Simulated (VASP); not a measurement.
# LiMg8 in VASP: further runs

LiMg8 is run at these levels: LDA; tasks: relaxation of the atoms.

All numbers are computed with VASP 6.6.1; they aren't measurements. Logs are shortened: lines on timing, memory, paths and dates and some standing lists are left out, and cuts for length are marked.

## Step 1: The cell of the first run

The cell holds a slab with vacuum, 9 atoms: a = 6.293 Å, b = 5.039 Å, c = 19.085 Å, α = 90.00°, β = 90.00°, γ = 90.00°.

## Step 2: Relaxation of the atoms, LDA

INCAR

```
  ALGO = Normal
  DIPOL = 0.5 0.5 0.325
  EDIFF = 1E-7
  EDIFFG = -0.025
  ENCUT = 520
  IBRION = 2
  IDIPOL = 3
  ISIF = 2
  ISMEAR = 0
  LASPH = T
  LCHARG = F
  LDIPOL = T
  LREAL = F
  LWAVE = F
  NELM = 80
  NSW = 36
  PREC = Accurate
  SIGMA = 0.1
```

KPOINTS

```
k-points
0
Gamma
  4 5 1
```

POSCAR

```
LiMg8
1.0
    6.2932257366      0.0000000000      0.0000000000
    0.0000000000      5.0388886594      0.0000000000
    0.0000000000      0.0000000000     19.0846137325
Mg Li
8 1
Selective dynamics
Direct
    0.0000000000      0.7500000000      0.2095929242  F F F
    0.5000000000      0.7500000000      0.2095929242  F F F
    0.2500000000      0.2500000000      0.2571887995  F F F
    0.7500000000      0.2500000000      0.2571887995  F F F
    0.2500000000      0.7500000000      0.3565915112  F F F
    0.7500000000      0.7500000000      0.3565915112  F F F
    0.0000000000      0.2500000000      0.3974203428  F F F
    0.5000000000      0.2500000000      0.3974203428  F F F
    0.2500000000      0.5000000000      0.4829218939  F F T
```

Potentials or basis: VASP PAW LDA potentials, release 64 (Mg, Li_sv).

Run with:

```
$ cat potpaw_LDA.64/Mg/POTCAR potpaw_LDA.64/Li_sv/POTCAR > POTCAR
$ mpirun -np 1 vasp_std > vasp.out
```

OUTCAR:

```text
EDIFF = 1E-7
   EDIFFG = -0.025
   ENCUT = 520
   IBRION = 2
   ISIF = 2
   ISMEAR = 0
   LASPH = T
   LREAL = F
   NELM = 80
   NSW = 36
   PREC = Accurate

 ion  position               nearest neighbor table
   1  0.000  0.750  0.210-   3 3.11   4 3.11   3 3.11   4 3.11   2 3.15   2 3.15   6 3.22   5 3.22

   2  0.500  0.750  0.210-   3 3.11   4 3.11   3 3.11   4 3.11   1 3.15   1 3.15   6 3.22   5 3.22

   3  0.250  0.250  0.257-   7 3.10   8 3.10   1 3.11   2 3.11   1 3.11   2 3.11   4 3.15   4 3.15
                             5 3.15   5 3.15
   4  0.750  0.250  0.257-   7 3.10   8 3.10   1 3.11   2 3.11   1 3.11   2 3.11   3 3.15   3 3.15
                             6 3.15   6 3.15
   5  0.250  0.750  0.357-   9 2.72   8 3.07   7 3.07   7 3.07   8 3.07   6 3.15   6 3.15   3 3.15
                             3 3.15   2 3.22   1 3.22
   6  0.750  0.750  0.357-   7 3.07   8 3.07   7 3.07   8 3.07   5 3.15   5 3.15   4 3.15   4 3.15
                             1 3.22   2 3.22
   7  0.000  0.250  0.397-   9 2.59   6 3.07   5 3.07   5 3.07   6 3.07   4 3.10   3 3.10   8 3.15
                             8 3.15
   8  0.500  0.250  0.397-   9 2.59   6 3.07   5 3.07   5 3.07   6 3.07   4 3.10   3 3.10   7 3.15
                             7 3.15
   9  0.250  0.500  0.483-   7 2.59   8 2.59   5 2.72

  LATTYP: Found a simple orthorhombic cell.
 ALAT       =     5.0388886594
 B/A-ratio  =     1.2489312946
 C/A-ratio  =     3.7874648603

  Lattice vectors:

 A1 = (   0.0000000000,  -5.0388886594,   0.0000000000)
 A2 = (   6.2932257366,   0.0000000000,   0.0000000000)
 A3 = (   0.0000000000,   0.0000000000,  19.0846137325)

Analysis of symmetry for initial positions (statically):
=====================================================================
 Subroutine PRICEL returns:
 Original cell was already a primitive cell.

 Routine SETGRP: Setting up the symmetry group for a
 simple orthorhombic supercell.

 Subroutine GETGRP returns: Found  2 space group operations
 (whereof  1 operations were pure point group operations)
 out of a pool of  8 trial point group operations.

The static configuration has the point symmetry C_1 .
 The point group associated with its full space group is C_1h.

Analysis of symmetry for dynamics (positions and initial velocities):
=====================================================================
 Subroutine PRICEL returns:
 Original cell was already a primitive cell.

 Routine SETGRP: Setting up the symmetry group for a
 simple orthorhombic supercell.

 Subroutine GETGRP returns: Found  2 space group operations
 (whereof  1 operations were pure point group operations)
 out of a pool of  8 trial point group operations.

The dynamic configuration has the point symmetry C_1 .
 The point group associated with its full space group is C_1h.

Analysis of constrained symmetry for selective dynamics:
=====================================================================
 Subroutine PRICEL returns:
 Original cell was already a primitive cell.

 Routine SETGRP: Setting up the symmetry group for a
 simple orthorhombic supercell.

 Subroutine GETGRP returns: Found  2 space group operations
 (whereof  1 operations were pure point group operations)
 out of a pool of  8 trial point group operations.

The constrained configuration has the point symmetry C_1 .
 The point group associated with its full space group is C_1h.

 Subroutine INISYM returns: Found  2 space group operations
 (whereof  1 operations are pure point group operations),
 and found     1 'primitive' translations

----------------------------------------------------------------------------------------

                                     Primitive cell

  volume of cell :     605.1896

  direct lattice vectors                    reciprocal lattice vectors
     6.293225737  0.000000000  0.000000000     0.158901022  0.000000000  0.000000000
     0.000000000  5.038888659  0.000000000     0.000000000  0.198456459  0.000000000
     0.000000000  0.000000000 19.084613732     0.000000000  0.000000000  0.052398231

  length of vectors
[... 53 lines left out ...]
  0.000000  0.000000  0.000000      1.000000
  0.250000  0.000000  0.000000      2.000000
  0.500000  0.000000  0.000000      1.000000
  0.000000  0.200000  0.000000      2.000000
  0.250000  0.200000  0.000000      4.000000
  0.500000  0.200000  0.000000      2.000000
  0.000000  0.400000  0.000000      2.000000
  0.250000  0.400000  0.000000      4.000000
  0.500000  0.400000  0.000000      2.000000
   k-points           NKPTS =      9   k-points in BZ     NKDIM =      9   number of bands    NBANDS=     14
   number of dos      NEDOS =    301   number of ions     NIONS =      9
   total plane-waves  NPLWV = 276480
   dimension x,y,z NGX =    48 NGY =   40 NGZ =  144
   dimension x,y,z NGXF=    96 NGYF=   80 NGZF=  288
   ions per type =               8   1
   NGX,Y,Z   is equivalent  to a cutoff of  12.68, 13.20, 12.54 a.u.
   NGXF,Y,Z  is equivalent  to a cutoff of  25.36, 26.39, 25.09 a.u.
 SYSTEM =  unknown system
   PREC   = accura    normal or accurate (medium, high low for compatibility)
   ISTART =      0    job   : 0-new  1-cont  2-samecut
   ICHARG =      2    charge: 1-file 2-atom 10-const
   ISPIN  =      1    spin polarized calculation?
   LNONCOLLINEAR =      F non collinear calculations
   LSORBIT =      F    spin-orbit coupling
   LASPH  =      T    aspherical Exc in radial PAW
   ENCUT  =  520.0 eV  38.22 Ry    6.18 a.u.  11.70  9.37 35.48*2*pi/ulx,y,z
   NELM   =     80;   NELMIN=  2; NELMDL= -5     # of ELM steps
   EDIFF  = 0.1E-06   stopping-criterion for ELM
   LREAL  =      F    real-space projection
   EDIFFG = -.3E-01   stopping-criterion for IOM
   NSW    =     36    number of steps for IOM
   IBRION =      2    ionic relax: 0-MD 1-quasi-New 2-CG
   NFREE  =      1    steps in history (QN), initial steepest desc. (CG)
   ISIF   =      2    stress and relaxation
   ISYM   =      2    0-nonsym 1-usesym 2-fastsym
   POTIM  = 0.5000    time-step for ionic-motion
   TEBEG  =    0.0;   TEEND  =   0.0 temperature during run
   PSTRESS=    0.0 pullay stress
   NELECT =      19.0000    total number of electrons
   NUPDOWN=      -1.0000    fix difference up-down
   EMIN   =  10.00;   EMAX   =-10.00  energy-range for DOS
   EFERMI =   0.00;   METHOD = LEGACY
   ISMEAR =     0;   SIGMA  =   0.10  broadening in eV -4-tet -1-fermi 0-gaus
   EFERMI_NEDOS =   21; number of points for ismear=-14 and -15
   IALGO  =     38    algorithm
   IMIX   =      4    mixing-type and parameters
     AMIX     =   0.40;   BMIX     =  1.00
     AMIX_MAG =   1.60;   BMIX_MAG =  1.00
  volume/ion in A,a.u.               =      67.24       453.78
  Fermi-wavevector in a.u.,A,eV,Ry     =   0.516451  0.975950  3.628964  0.266721
  Thomas-Fermi vector in A             =   1.532387
   LORBIT       =      0    0 simple, 1 ext, 2 COOP (PROOUT), +10 PAW based schemes
   GGA     = CA    functional components
   LHFCALC =     F    Hartree Fock is set to
   AEXX    =    0.0000 exact exchange contribution
   IVDW    =     0    specifies the selected vdW correction
   LEPSILON=     F    determine dielectric tensor
   LRPA    =     F    only Hartree local field effects (RPA)
 conjugate gradient relaxation of ions
 non-spin polarized calculation
 Gauss-broadening in eV      SIGMA  =   0.10
  energy-cutoff  :      520.00
  volume of cell :      605.19
 maximum number of plane-waves:     16352
 NGX is ok and might be reduce to    48
   NGX = 23   NGY = 19   NGZ = 71

 dipolmoment           0.000000      0.000000      0.085131 electrons x Angstroem

--------------------------------------- Ionic step        1  -------------------------------------------

 number of electron      18.9999996 magnetization

 Free energy of the ion-electron system (eV)
  ---------------------------------------------------
  ext. energy  EPLUGINS =         0.00000000
  ---------------------------------------------------
  free energy    TOTEN  =       -13.32706925 eV

  energy without entropy =      -13.31831653  energy(sigma->0) =      -13.32269289

------------------------ aborting loop because EDIFF is reached ----------------------------------------

  FORCE on cell =-STRESS in cart. coord.  units (eV):
  Direction    XX          YY          ZZ          XY          YZ          ZX
  --------------------------------------------------------------------------------------
  -------------------------------------------------------------------------------------
  Total       -1.9951194     -1.9939311      0.5574745      0.0000000      0.9842320      0.0000000
  in kB       -5.2818738     -5.2787279      1.4758565      0.0000000      2.6056533      0.0000000
  external PRESSURE =      -3.0282484 kB  Pullay stress =       0.0000000 kB
[... 159 lines left out ...]
--------------------------------------- Ionic step        5  -------------------------------------------

 number of electron      18.9999996 magnetization

 dipolmoment           0.000000      0.000000     -0.236383 electrons x Angstroem

 Free energy of the ion-electron system (eV)
  ---------------------------------------------------
  ext. energy  EPLUGINS =         0.00000000
  ---------------------------------------------------
  free energy    TOTEN  =       -13.44553684 eV

  energy without entropy =      -13.43504487  energy(sigma->0) =      -13.44029085

 E-fermi :  -1.2566     XC(G=0):  -3.8259

 val. band max:       -1.3907300543   @ k =   0.0000   0.0000   0.0000
 cond. band min:      -1.2459736083   @ k =   0.5000   0.0000   0.0000
 fundamental gap:      0.1447564461
 Fermi energy:        -1.2565834671

 k-point     1 :       0.0000    0.0000    0.0000
  band No.  band energies     occupation
      1     -48.5834      2.00000
      2      -7.5113      2.00000
      3      -5.4244      2.00000
      4      -3.8765      2.00000
      5      -3.7416      2.00000
      6      -2.8244      2.00000
      7      -2.0875      2.00000
      8      -1.9004      2.00000
      9      -1.6627      2.00000
     10      -1.3907      1.94219
     11      -0.8515      0.00000
     12      -0.1488      0.00000
     13       0.4529      0.00000
     14       0.4799      0.00000
[... 124 lines left out ...]
      3      -5.6213      2.00000
      4      -4.5683      2.00000
      5      -4.5029      2.00000
      6      -3.6224      2.00000
      7      -3.4193      2.00000
      8      -2.5667      2.00000
      9      -2.3421      2.00000
     10      -1.1606      0.17464
     11      -0.8654      0.00000
     12      -0.2146      0.00000
     13       0.1504      0.00000
     14       0.6320      0.00000

------------------------ aborting loop because EDIFF is reached ----------------------------------------

 vacuum level on the upper side and lower side of the slab       (xc-potential included)        -0.864         0.495

  FORCE on cell =-STRESS in cart. coord.  units (eV):
  Direction    XX          YY          ZZ          XY          YZ          ZX
  --------------------------------------------------------------------------------------
  -------------------------------------------------------------------------------------
  Total       -2.3074658     -2.4678589     -1.1595451      0.0000000      0.7184100      0.0000000
  in kB       -6.1087791     -6.5334031     -3.0697766      0.0000000      1.9019168      0.0000000
  external PRESSURE =      -5.2373196 kB  Pullay stress =       0.0000000 kB
[... 24 lines left out ...]
  FREE ENERGIE OF THE ION-ELECTRON SYSTEM (eV)
  ---------------------------------------------------
  free  energy   TOTEN  =       -13.4455368421 eV

  energy  without entropy=      -13.4350448670  energy(sigma->0) =      -13.44029085

 reached required accuracy - stopping structural energy minimisation

 vacuum level on the upper side and lower side of the slab         0.899         2.291
```

Run time: 12 min. Hardware: 1 thread of Intel Xeon Platinum 8259CL at 2.50GHz (Skylake/Cascade Lake), shared host; peak memory 0.47 GiB.

What came out:

* Free energy: -13.4455 eV
* Energy gained by relaxing: 13.2 meV/atom
* Ionic steps: 5
* Band gap on the k mesh: zero (an odd number of electrons rules out a gap without spin polarisation)

The path:
```csv
step,energy change (eV),largest force on free atoms (eV/Å),pressure (GPa)
1,0.0000,0.7830,-0.30
2,-0.0275,0.6745,-0.33
3,-0.0868,0.3790,-0.41
4,-0.1160,0.0958,-0.55
5,-0.1185,0.0118,-0.52
```

Final structure:
```
Mg Li
1.0
     6.29323    0.00000    0.00000
     0.00000    5.03889    0.00000
     0.00000    0.00000   19.08461
Mg Li
8 1
Cartesian
  0.0000 3.7792 4.0000
  3.1466 3.7792 4.0000
  1.5733 1.2597 4.9083
  4.7199 1.2597 4.9083
  1.5733 3.7792 6.8054
  4.7199 3.7792 6.8054
  0.0000 1.2597 7.5846
  3.1466 1.2597 7.5846
  1.5733 2.5194 9.5484
```

Levels at points of the mesh, in eV from the Fermi level:
| k point | band 6 | band 7 | band 8 | band 9 | band 10 | band 11 | band 12 | band 13 | band 14 |
| --- | --- | --- | --- | --- | --- | --- | --- | --- | --- |
| (0.00, 0.00, 0.00) | -1.57 | -0.83 | -0.64 | -0.41 | -0.13 | 0.41 | 1.11 | 1.71 | 1.74 |
| (0.50, 0.00, 0.00) | -0.81 | -0.53 | 0.01 | 0.06 | 0.68 | 0.77 | 1.00 | 1.46 | 1.67 |

Caveat: the cutoff is under 1.25 times the usual one of these potentials, so pressure, stress and relaxed cells hold a basis-set (Pulay) error.

## Step 3: Relaxation of the atoms, LDA

INCAR

```
PREC = Accurate
ENCUT = 520
EDIFF = 1E-7
ISMEAR = 0
SIGMA = 0.1
LREAL = F
LASPH = T
NELM = 60
ALGO = Normal
ISIF = 2
LWAVE = F
LCHARG = F
LDIPOL = T
IDIPOL = 3
DIPOL = 0.5 0.5 0.326
IBRION = 2
NSW = 36
EDIFFG = -0.025
```

KPOINTS

```
regular mesh
0
Gamma
  4 5 1
```

POSCAR: that of step 2 with these lines changed.

```diff
@@ -17,2 +17,2 @@
     0.5000000000      0.2500000000      0.3974203428  F F F
-    0.2500000000      0.5000000000      0.4829218939  F F T
+    0.1875000000      0.7500000000      0.4946127755  F F T
```

Potentials or basis: VASP PAW LDA potentials, release 64 (Mg, Li_sv).

Run with:

```
$ cat potpaw_LDA.64/Mg/POTCAR potpaw_LDA.64/Li_sv/POTCAR > POTCAR
$ mpirun -np 1 vasp_std > vasp.out
```

Run time: 3.8 min. Hardware: 1 thread of AMD EPYC 9R45 (Zen 5), shared host; peak memory 0.43 GiB.

Results (log left out):

- Free energy: -13.6403 eV
- Energy gained by relaxing: 0.4 meV/atom
- Ionic steps: 4
- Band gap on the k mesh: zero (an odd number of electrons rules out a gap without spin polarisation)

Step by step:
```
step  energy change (eV)  largest force on free atoms (eV/Å)  pressure (GPa)
   1              0.0000                              0.1268           -0.66
   2             -0.0007                              0.1134           -0.65
   3             -0.0024                              0.0728           -0.64
   4             -0.0036                              0.0135           -0.63
```

Final structure:
```
Mg Li
1.0
     6.29323    0.00000    0.00000
     0.00000    5.03889    0.00000
     0.00000    0.00000   19.08461
Mg Li
8 1
Direct
  0.00000 0.75000 0.20959
  0.50000 0.75000 0.20959
  0.25000 0.25000 0.25719
  0.75000 0.25000 0.25719
  0.25000 0.75000 0.35659
  0.75000 0.75000 0.35659
  0.00000 0.25000 0.39742
  0.50000 0.25000 0.39742
  0.18750 0.75000 0.49141
```

Levels at points of the mesh, in eV from the Fermi level:
```tsv
k point	band 8	band 9	band 10	band 11	band 12	band 13
(0.00, 0.00, 0.00)	-0.65	-0.39	-0.12	0.51	1.00	1.82
(0.50, 0.00, 0.00)	-0.03	0.07	0.68	0.76	1.13	1.56
```

Caveat: the cutoff is under 1.25 times the usual one of these potentials, so pressure, stress and relaxed cells hold a basis-set (Pulay) error.
